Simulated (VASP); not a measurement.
Set up this calculation in VASP 6.6.1, as the native input.

| Property | Result |
| --- | --- |
| Task | single point |
| Functional | r2SCAN |
| Dispersion | rVV10 |
| Potentials or basis | VASP PAW PBE potentials, release 64 (Hf_pv, O) |
| Cutoff | 520 eV |
| k mesh | 12 × 12 × 4 |
| Occupations | fermi-dirac, width 0.03 eV |
| Spin | no spin polarisation |
| Dipole correction | no |
| Further INCAR settings | ALGO = Normal; EDIFF = 1e-06; NBANDS = 31 |

HfO2:

```
CELL_PARAMETERS angstrom
3.24463 0.00000 0.00000
-1.62231 2.80993 0.00000
0.00000 0.00000 8.45308
ATOMIC_POSITIONS crystal
Hf 0.33333 0.66667 0.62335
Hf 0.66667 0.33333 0.12335
O 0.66667 0.33333 0.73769
O 0.33333 0.66667 0.23769
O 0.00000 0.00000 0.01396
O 0.00000 0.00000 0.51396
```

One way to write it, as run:

POSCAR

```
HfO2
1.0
    3.2446263301      0.0000000000      0.0000000000
   -1.6223131651      2.8099288277      0.0000000000
    0.0000000000      0.0000000000      8.4530804290
Hf O
2 4
Direct
    0.3333333333      0.6666666667      0.6233509306
    0.6666666667      0.3333333333      0.1233509306
    0.6666666667      0.3333333333      0.7376886286
    0.3333333333      0.6666666667      0.2376886286
    0.0000000000      0.0000000000      0.0139624409
    0.0000000000      0.0000000000      0.5139624409
```

INCAR.step1

```
SYSTEM = HfO2
PREC = Accurate
ENCUT = 520
ISMEAR = -1
SIGMA = 0.03
LREAL = .FALSE.
LASPH = .TRUE.
NELM = 100
NBANDS = 31
GGA = PE
ALGO = Normal
EDIFF = 1E-4
LWAVE = .TRUE.
LCHARG = .FALSE.
```

INCAR.step2

```
SYSTEM = HfO2
PREC = Accurate
ENCUT = 520
EDIFF = 1E-6
ISMEAR = -1
SIGMA = 0.03
LREAL = .FALSE.
LASPH = .TRUE.
NELM = 100
ALGO = Normal
ISIF = 2
LWAVE = .FALSE.
LCHARG = .FALSE.
METAGGA = R2SCAN
LMIXTAU = .TRUE.
LUSE_VDW = .TRUE.
IVDW_NL = 2
BPARAM = 11.95
CPARAM = 0.0093
NBANDS = 31
ISTART = 1
```

KPOINTS

```
Automatic mesh
0
G
  12 12 4
  0 0 0
```

Potentials or basis: VASP PAW PBE potentials, release 64 (Hf_pv, O).

Launch:

```console
$ cat potpaw_PBE.64/Hf_pv/POTCAR potpaw_PBE.64/O/POTCAR > POTCAR
$ cp INCAR.step1 INCAR
$ mpirun -np 1 vasp_std > vasp.out
$ cp INCAR.step2 INCAR
$ mpirun -np 1 vasp_std > vasp.out
```

It gave:

* Pressure: -2.7 GPa
* Largest force: 0.201 eV/Å
* Band gap on the k mesh: 4.88 eV (least direct gap 5.22 eV)

Caveat: the PAW data sets were made with another functional, which shifts forces and pressure a little; spin-orbit coupling is left out, which moves the levels of the heavy elements.

Wall time 4.1 min on 1 thread of Intel(R) Xeon(R) 6975P-C (Granite Rapids), on a shared host, peak memory 0.4 GiB.
